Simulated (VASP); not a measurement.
Input of a VASP 6.6.1 run:

POSCAR

```
As
1.0
    4.8527291586      0.0000000000      0.0000000000
   -2.4263645793      4.2025867290      0.0000000000
    0.0000000000      0.0000000000      2.7957659763
As
3
Direct
    0.0000000000      0.0000000000      0.0000000000
    0.3333333333      0.6666666667      0.5000000000
    0.6666666667      0.3333333333      0.5000000000
```

File INCAR.step1:

```
SYSTEM = As
  ALGO = Normal
  EDIFF = 1E-4
  ENCUT = 520
  GGA = PE
  ISMEAR = 0
  LASPH = .True.
  LCHARG = .False.
  LREAL = .False.
  LWAVE = .True.
  NBANDS = 14
  NELM = 100
  PREC = Accurate
  SIGMA = 0.1
```

The input INCAR.step2:

```
SYSTEM = As
  ALGO = Normal
  EDIFF = 1E-6
  ENCUT = 520
  ISIF = 2
  ISMEAR = 0
  ISTART = 1
  LASPH = .True.
  LCHARG = .False.
  LMIXTAU = .True.
  LREAL = .False.
  LWAVE = .False.
  METAGGA = R2SCAN
  NBANDS = 14
  NELM = 100
  PREC = Accurate
  SIGMA = 0.1
```

KPOINTS

```
k-points
0
Gamma
  12 12 16
  0 0 0
```

Potentials or basis: VASP PAW PBE potentials, release 64 (As).

Launch:

```console
$ cat potpaw_PBE.64/As/POTCAR > POTCAR
$ cp INCAR.step1 INCAR
$ mpirun -np 1 vasp_std > vasp.out
$ cp INCAR.step2 INCAR
$ mpirun -np 1 vasp_std > vasp.out
```

**Question.** Predict the pressure.

**Answer.** -0.1 GPa.

**Question.** Predict the band gap on the k mesh.

**Answer.** Zero (an odd number of electrons rules out a gap without spin polarisation).

Caveat: the PAW data sets were made with another functional, which shifts forces and pressure a little.
